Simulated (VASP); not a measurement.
# AlNi (P4/mmm) in VASP: a series of runs

The runs below take AlNi through single point, relaxation of cell and atoms, with PBE.

Everything below comes from runs of VASP 6.6.1. Logs are shortened: lines on timing, memory, paths and dates and some standing lists are left out, and cuts for length are marked.

## 1. The cell of the first run

The structure is tetragonal, space group P4/mmm (No. 123). The conventional cell has a = 2.887 Å, b = 2.887 Å, c = 2.904 Å, α = 90.00°, β = 90.00°, γ = 90.00°. Within 3.3 Å of Al (site symmetry 4/mmm) lie 8 Ni at 2.51 Å and 6 Al at 2.89 to 2.90 Å. Within 3.3 Å of Ni (site symmetry 4/mmm) lie 8 Al at 2.51 Å and 6 Ni at 2.89 to 2.90 Å.

## 2. Single point, PBE

The input, INCAR:

```
SYSTEM = AlNi
ALGO     = Normal         ! electronic algorithm
EDIFF    = 1E-6           ! SCF threshold, eV
ENCUT    = 600            ! plane-wave cutoff, eV
GGA      = PE             ! functional
GGA_COMPAT= .False.      
ISIF     = 2              ! what is computed and relaxed
ISMEAR   = -1             ! smearing method
LASPH    = .True.         ! aspherical terms in the spheres
LCHARG   = .False.        ! write CHGCAR
LREAL    = .False.        ! projectors in reciprocal space
LWAVE    = .False.        ! write WAVECAR
NBANDS   = 14             ! bands
NELM     = 120            ! most SCF steps
PREC     = Accurate       ! precision mode
SIGMA    = 0.15           ! smearing width, eV
```

The input, KPOINTS:

```
k-points
0
Gamma
  16 16 14
  0 0 0
```

The input, POSCAR:

```
AlNi
1.0
    2.0415971232     -2.0415971232      0.0000000000
    2.0415971232      2.0415971232      0.0000000000
    0.0000000000      0.0000000000      2.9043578079
Al Ni
1 1
Direct
    0.0000000000      0.0000000000      0.0000000000
    0.5000000000      0.5000000000      0.5000000000
```

Potentials or basis: VASP PAW PBE potentials, release 64 (Al, Ni).

Started as:

```console
> cat potpaw_PBE.64/Al/POTCAR potpaw_PBE.64/Ni/POTCAR > POTCAR
> mpirun -np 1 vasp_std > vasp.out
```

OUTCAR:

```text
SYSTEM = AlNi
   EDIFF = 1E-6
   ENCUT = 600
   GGA = PE
   ISIF = 2
   ISMEAR = -1
   LASPH = .True.
   LREAL = .False.
   NELM = 120
   PREC = Accurate

 ion  position               nearest neighbor table
   1  0.000  0.000  0.000-   2 2.51   2 2.51   2 2.51   2 2.51   2 2.51   2 2.51   2 2.51   2 2.51

   2  0.500  0.500  0.500-   1 2.51   1 2.51   1 2.51   1 2.51   1 2.51   1 2.51   1 2.51   1 2.51

  LATTYP: Found a simple tetragonal cell.
 ALAT       =     2.8872543405
 C/A-ratio  =     1.0059237827

  Lattice vectors:

 A1 = (   2.0415971232,  -2.0415971232,   0.0000000000)
 A2 = (   2.0415971232,   2.0415971232,   0.0000000000)
 A3 = (   0.0000000000,   0.0000000000,   2.9043578079)

Analysis of symmetry for initial positions (statically):
=====================================================================
 Subroutine PRICEL returns:
 Original cell was already a primitive cell.

 Routine SETGRP: Setting up the symmetry group for a
 simple tetragonal supercell.

 Subroutine GETGRP returns: Found 16 space group operations
 (whereof 16 operations were pure point group operations)
 out of a pool of 16 trial point group operations.

The static configuration has the point symmetry D_4h.

Analysis of symmetry for dynamics (positions and initial velocities):
=====================================================================
 Subroutine PRICEL returns:
 Original cell was already a primitive cell.

 Routine SETGRP: Setting up the symmetry group for a
 simple tetragonal supercell.

 Subroutine GETGRP returns: Found 16 space group operations
 (whereof 16 operations were pure point group operations)
 out of a pool of 16 trial point group operations.

The dynamic configuration has the point symmetry D_4h.

 Subroutine INISYM returns: Found 16 space group operations
 (whereof 16 operations are pure point group operations),
 and found     1 'primitive' translations

----------------------------------------------------------------------------------------

                                     Primitive cell

  volume of cell :      24.2114

  direct lattice vectors                    reciprocal lattice vectors
     2.041597123 -2.041597123  0.000000000     0.244906301 -0.244906301  0.000000000
     2.041597123  2.041597123  0.000000000     0.244906301  0.244906301  0.000000000
     0.000000000  0.000000000  2.904357808     0.000000000  0.000000000  0.344310194

  length of vectors
     2.887254341  2.887254341  2.904357808     0.346349813  0.346349813  0.344310194

  position of ions in fractional coordinates (direct lattice)
     0.000000000  0.000000000  0.000000000
     0.500000000  0.500000000  0.500000000

  ion indices of the primitive-cell ions
   primitive index   ion index
                 1           1
                 2           2

----------------------------------------------------------------------------------------

 KPOINTS: k-points

Automatic generation of k-mesh.
 Grid dimensions read from file:
 generate k-points for:   16   16   14

 Generating k-lattice:

  Cartesian coordinates                     Fractional coordinates (reciprocal lattice)
     0.015306644 -0.015306644  0.000000000     0.062500000  0.000000000  0.000000000
     0.015306644  0.015306644  0.000000000     0.000000000  0.062500000  0.000000000
     0.000000000  0.000000000  0.024593585     0.000000000  0.000000000  0.071428571

  Length of vectors
     0.021646863  0.021646863  0.024593585

  Shift w.r.t. Gamma in fractional coordinates (k-lattice)
     0.000000000  0.000000000  0.000000000

 Subroutine IBZKPT returns following result:
 ===========================================

 Found    360 irreducible k-points:

 Following reciprocal coordinates:
            Coordinates               Weight
  0.000000  0.000000  0.000000      1.000000
  0.062500  0.000000  0.000000      4.000000
  0.125000  0.000000  0.000000      4.000000
  0.187500  0.000000  0.000000      4.000000
  0.250000  0.000000  0.000000      4.000000
  0.312500  0.000000  0.000000      4.000000
[... 16 lines left out ...]
  0.437500  0.125000  0.000000      8.000000
  0.500000  0.125000  0.000000      4.000000
 [... further k-points ...]
   k-points           NKPTS =    360   k-points in BZ     NKDIM =    360   number of bands    NBANDS=     14
   number of dos      NEDOS =    301   number of ions     NIONS =      2
   total plane-waves  NPLWV =  13824
   dimension x,y,z NGX =    24 NGY =   24 NGZ =   24
   dimension x,y,z NGXF=    48 NGYF=   48 NGZF=   48
   ions per type =               1   1
   NGX,Y,Z   is equivalent  to a cutoff of  13.82, 13.82, 13.74 a.u.
   NGXF,Y,Z  is equivalent  to a cutoff of  27.64, 27.64, 27.48 a.u.
 SYSTEM =  AlNi
   PREC   = accura    normal or accurate (medium, high low for compatibility)
   ISTART =      0    job   : 0-new  1-cont  2-samecut
   ICHARG =      2    charge: 1-file 2-atom 10-const
   ISPIN  =      1    spin polarized calculation?
   LNONCOLLINEAR =      F non collinear calculations
   LSORBIT =      F    spin-orbit coupling
   LASPH  =      T    aspherical Exc in radial PAW
   ENCUT  =  600.0 eV  44.10 Ry    6.64 a.u.   5.77  5.77  5.80*2*pi/ulx,y,z
   NELM   =    120;   NELMIN=  2; NELMDL= -5     # of ELM steps
   EDIFF  = 0.1E-05   stopping-criterion for ELM
   LREAL  =      F    real-space projection
   EDIFFG = 0.1E-04   stopping-criterion for IOM
   NSW    =      0    number of steps for IOM
   IBRION =     -1    ionic relax: 0-MD 1-quasi-New 2-CG
   NFREE  =      0    steps in history (QN), initial steepest desc. (CG)
   ISIF   =      2    stress and relaxation
   ISYM   =      2    0-nonsym 1-usesym 2-fastsym
   POTIM  = 0.5000    time-step for ionic-motion
   TEBEG  =    0.0;   TEEND  =   0.0 temperature during run
   PSTRESS=    0.0 pullay stress
   NELECT =      13.0000    total number of electrons
   NUPDOWN=      -1.0000    fix difference up-down
   EMIN   =  10.00;   EMAX   =-10.00  energy-range for DOS
   EFERMI =   0.00;   METHOD = LEGACY
   ISMEAR =    -1;   SIGMA  =   0.15  broadening in eV -4-tet -1-fermi 0-gaus
   EFERMI_NEDOS =   21; number of points for ismear=-14 and -15
   IALGO  =     38    algorithm
   IMIX   =      4    mixing-type and parameters
     AMIX     =   0.40;   BMIX     =  1.00
     AMIX_MAG =   1.60;   BMIX_MAG =  1.00
  volume/ion in A,a.u.               =      12.11        81.69
  Fermi-wavevector in a.u.,A,eV,Ry     =   1.330605  2.514479 24.089253  1.770510
  Thomas-Fermi vector in A             =   2.459679
   LORBIT       =      0    0 simple, 1 ext, 2 COOP (PROOUT), +10 PAW based schemes
   GGA     = PE    functional components
   LHFCALC =     F    Hartree Fock is set to
   AEXX    =    0.0000 exact exchange contribution
   IVDW    =     0    specifies the selected vdW correction
   LEPSILON=     F    determine dielectric tensor
   LRPA    =     F    only Hartree local field effects (RPA)
 non-spin polarized calculation
  energy-cutoff  :      600.00
  volume of cell :       24.21
 maximum number of plane-waves:       840
 NGX is ok and might be reduce to    24
   NGX = 11   NGY = 11   NGZ = 11

 number of electron      13.0000013 magnetization

 Free energy of the ion-electron system (eV)
  ---------------------------------------------------
  ext. energy  EPLUGINS =         0.00000000
  ---------------------------------------------------
  free energy    TOTEN  =       -10.56999326 eV

  energy without entropy =      -10.50597395  energy(sigma->0) =      -10.53798360

 E-fermi :   9.8821     XC(G=0): -11.9894

 val. band max:        9.8768488800   @ k =   0.3125   0.2500   0.4286
 cond. band min:       9.8851228438   @ k =   0.4375   0.3125   0.5000
 fundamental gap:      0.0082739638
 Fermi energy:         9.8821111156

 k-point     1 :       0.0000    0.0000    0.0000
  band No.  band energies     occupation
      1      -1.1843      2.00000
      2       6.6825      2.00000
      3       6.6867      2.00000
      4       8.3285      1.99994
      5       8.3285      1.99994
      6       8.3436      1.99993
      7      15.1717      0.00000
      8      15.3806      0.00000
      9      15.3806      0.00000
     10      17.9197      0.00000
     11      17.9693      0.00000
     12      23.3841      0.00000
     13      30.6019      0.00000
     14      30.6182      0.00000

 k-point     2 :       0.0625    0.0000    0.0000
  band No.  band energies     occupation
      1      -1.1127      2.00000
      2       6.6810      2.00000
      3       6.7005      2.00000
      4       8.2968      1.99995
      5       8.3128      1.99994
      6       8.3318      1.99994
      7      14.5841      0.00000
      8      15.2672      0.00000
      9      15.4750      0.00000
     10      17.9366      0.00000
     11      18.6730      0.00000
     12      23.6443      0.00000
     13      29.7218      0.00000
     14      29.8736      0.00000

 k-point     3 :       0.1250    0.0000    0.0000
  band No.  band energies     occupation
      1      -0.8986      2.00000
      2       6.6538      2.00000
      3       6.7485      2.00000
      4       8.2089      1.99997
      5       8.2276      1.99997
      6       8.3413      1.99993
      7      13.1987      0.00000
      8      15.5463      0.00000
      9      15.7514      0.00000
     10      17.9533      0.00000
     11      19.7763      0.00000
     12      24.4708      0.00000
     13      28.2153      0.00000
     14      28.3790      0.00000
[... 324 lines left out ...]
 k-point    23 :       0.4375    0.1250    0.0000
  band No.  band energies     occupation
      1       2.3944      2.00000
      2       4.2735      2.00000
      3       7.1818      2.00000
      4       7.6105      2.00000
      5       7.6697      2.00000
      6       8.3129      1.99994
      7       9.2862      1.96305
      8      16.3431      0.00000
      9      18.2204      0.00000
     10      19.3470      0.00000
     11      21.0390      0.00000
     12      21.5306      0.00000
     13      24.8522      0.00000
     14      25.8149      0.00000

 k-point    24 :       0.5000    0.1250    0.0000
  band No.  band energies     occupation
      1       3.1879      2.00000
      2       3.4446      2.00000
      3       7.2112      2.00000
      4       7.5874      2.00000
      5       7.6470      2.00000
      6       8.3167      1.99994
      7       9.2189      1.97625
      8      16.7921      0.00000
      9      17.7818      0.00000
     10      20.1350      0.00000
     11      20.6487      0.00000
     12      20.9828      0.00000
     13      24.9872      0.00000
     14      25.7488      0.00000

 [... further k-points ...]
[... 5 lines left out ...]
  --------------------------------------------------------------------------------------
  -------------------------------------------------------------------------------------
  Total        0.0383060      0.0383060     -0.0172606      0.0000000     -0.0000000      0.0000000
  in kB        2.5348811      2.5348811     -1.1422083      0.0000000     -0.0000000      0.0000000
  external PRESSURE =       1.3091846 kB  Pullay stress =       0.0000000 kB

 VOLUME and BASIS-vectors are now :
 -----------------------------------------------------------------------------
  energy-cutoff  :      600.00
  volume of cell :       24.21
      direct lattice vectors                 reciprocal lattice vectors
     2.041597123 -2.041597123  0.000000000     0.244906301 -0.244906301  0.000000000
     2.041597123  2.041597123  0.000000000     0.244906301  0.244906301  0.000000000
     0.000000000  0.000000000  2.904357808     0.000000000  0.000000000  0.344310194

 POSITION                                       TOTAL-FORCE (eV/Angst)
 -----------------------------------------------------------------------------------
      0.00000      0.00000      0.00000         0.000000      0.000000      0.000000
      2.04160      0.00000      1.45218        -0.000000     -0.000000      0.000000
 -----------------------------------------------------------------------------------
    total drift:                                0.000000     -0.000000     -0.000000

  FREE ENERGIE OF THE ION-ELECTRON SYSTEM (eV)
  ---------------------------------------------------
  free  energy   TOTEN  =       -10.5699932552 eV

  energy  without entropy=      -10.5059739543  energy(sigma->0) =      -10.53798360
```

Run time: 2.5 min. Hardware: 1 thread of Intel Xeon 8259CL, shared host; peak memory 0.27 GiB.

Results:

```
Free energy : -10.5700 eV
Pressure    : 0.1 GPa
```

Spin polarisation is off, so any magnetic state and its effect on volume and gap are missing.

## 3. Single point, PBE

The input, INCAR:

```
SYSTEM = AlNi
  PREC = Accurate
  ENCUT = 520
  EDIFF = 1E-6
  ISMEAR = -1
  SIGMA = 0.15
  LREAL = .FALSE.
  LASPH = .TRUE.
  NELM = 60
  ALGO = Fast
  ISIF = 2
  LWAVE = .FALSE.
  LCHARG = .FALSE.
  GGA = PE
  NBANDS = 14
```

The input, KPOINTS:

```
regular mesh
0
G
  16 16 14
  0 0 0
```

The input, POSCAR:

```
AlNi
1.0
    2.0460877279     -2.0460877279      0.0000000000
    2.0460877279      2.0460877279      0.0000000000
    0.0000000000      0.0000000000      2.8954166572
Al Ni
1 1
Direct
    0.0000000000      0.0000000000      0.0000000000
    0.5000000000      0.5000000000      0.5000000000
```

Potentials or basis: VASP PAW PBE potentials, release 64 (Al, Ni).

Started as:

```console
> cat potpaw_PBE.64/Al/POTCAR potpaw_PBE.64/Ni/POTCAR > POTCAR
> mpirun -np 1 vasp_std > vasp.out
```

Wall time 47 s (1 thread of Intel Xeon 6975P-C (Granite Rapids), shared host); peak memory 0.23 GiB.

It converged, with:

```yaml
Free_energy: -10.5703 eV
Pressure: -0.1 GPa
```

Levels at points of the mesh, in eV from the Fermi level:
```csv
k point,band 4,band 5,band 6,band 7,band 8,band 9,band 10,band 11
"(0.00, 0.00, 0.00)",-1.55,-1.55,-1.54,5.41,5.43,5.43,8.06,8.06
"(0.50, 0.00, 0.00)",-2.24,-2.23,-1.46,-0.67,8.25,9.92,9.94,10.72
"(0.50, 0.50, 0.00)",-2.86,-2.07,-2.07,-1.03,1.44,2.38,12.09,15.00
"(0.00, 0.00, 0.50)",-2.23,-2.23,-1.46,-0.67,8.25,9.94,9.94,10.73
"(0.50, 0.00, 0.50)",-2.87,-2.06,-2.06,-1.03,1.43,2.37,12.11,15.01
"(0.50, 0.50, 0.50)",-1.00,-1.00,2.00,2.00,2.00,3.55,4.36,4.36
```

## 4. Relaxation of cell and atoms, PBE

The input, INCAR:

```
PREC = Accurate
ENCUT = 600
EDIFF = 1E-7
ISMEAR = -1
SIGMA = 0.15
LREAL = F
LASPH = T
NELM = 100
ALGO = Fast
ISIF = 3
LWAVE = F
LCHARG = F
GGA = PE
IBRION = 2
NSW = 80
EDIFFG = -0.001
```

The input, KPOINTS:

```
Automatic mesh
0
Gamma
  16 16 14
```

The input, POSCAR:

```
AlNi
1.0
    2.0428069419     -2.0428126726      0.0000000000
    2.0428069419      2.0428126726      0.0000000000
    0.0000000000      0.0000000000      2.9011416507
Al Ni
1 1
Direct
    0.0000000000      0.0000000000      0.0000000000
    0.5000000000      0.5000000000      0.5000000000
```

Started as:

```console
> cat potpaw_PBE.64/Al/POTCAR potpaw_PBE.64/Ni/POTCAR > POTCAR
> mpirun -np 1 vasp_std > vasp.out
```

Run time: 2.8 min. Hardware: 1 thread of Intel Xeon 6975P-C (Granite Rapids), shared host; peak memory 0.26 GiB.

It converged, with:

- Free energy: -10.5701 eV
- Relaxed volume: 12.12 Å³/atom
- Relaxed cell: a = 2.893 Å, b = 2.893 Å, c = 2.895 Å, α = 90.00°, β = 90.00°, γ = 90.00°
- Space group after relaxing (to 0.05 Å): Pm-3m (No. 221)
- Energy gained by relaxing: 0.0 meV/atom
- Ionic steps: 10
- Pressure after relaxing: 0.0 GPa

Final structure:
```
Al Ni
1.0
     2.04595   -2.04595    0.00000
     2.04595    2.04595    0.00000
     0.00000    0.00000    2.89522
Al Ni
1 1
Direct
  0.00000 0.00000 0.00000
  0.50000 0.50000 0.50000
```

Levels at points of the mesh, in eV from the Fermi level:
```
           k point  band 5  band 6  band 7  band 8  band 9  band 10
(0.00, 0.00, 0.00)   -1.55   -1.55    5.41    5.43    5.43     8.06
(0.50, 0.00, 0.00)   -2.23   -1.46   -0.67    8.25    9.92     9.94
(0.50, 0.50, 0.00)   -2.07   -2.07   -1.03    1.44    2.38    12.10
(0.00, 0.00, 0.50)   -2.23   -1.46   -0.67    8.25    9.94     9.94
(0.50, 0.00, 0.50)   -2.07   -2.06   -1.03    1.43    2.38    12.11
(0.50, 0.50, 0.50)   -1.00    2.00    2.00    2.00    3.55     4.36
```

Spin polarisation is off, so any magnetic state and its effect on volume and gap are missing.

## 5. Overview

```csv
task,cell,cutoff (eV),gap on the mesh (eV),pressure (GPa)
single point,"a = 2.887, b = 2.887, c = 2.904 Å, 2 atoms",600,none,0.1
single point,"a = 2.894, b = 2.894, c = 2.895 Å, 2 atoms",520,none,-0.1
relaxation of cell and atoms,"relaxed from a = 2.889, b = 2.889, c = 2.901 Å, 2 atoms",600,none,0.0
```

Alike in all rows: level PBE; potentials or basis VASP PAW PBE potentials, release 64 (Al, Ni); no spin polarisation; k mesh 16 × 16 × 14; smearing fermi-dirac 0.15 eV.

Total energies depend on the potentials used, so only differences within one code and one set of settings carry meaning.
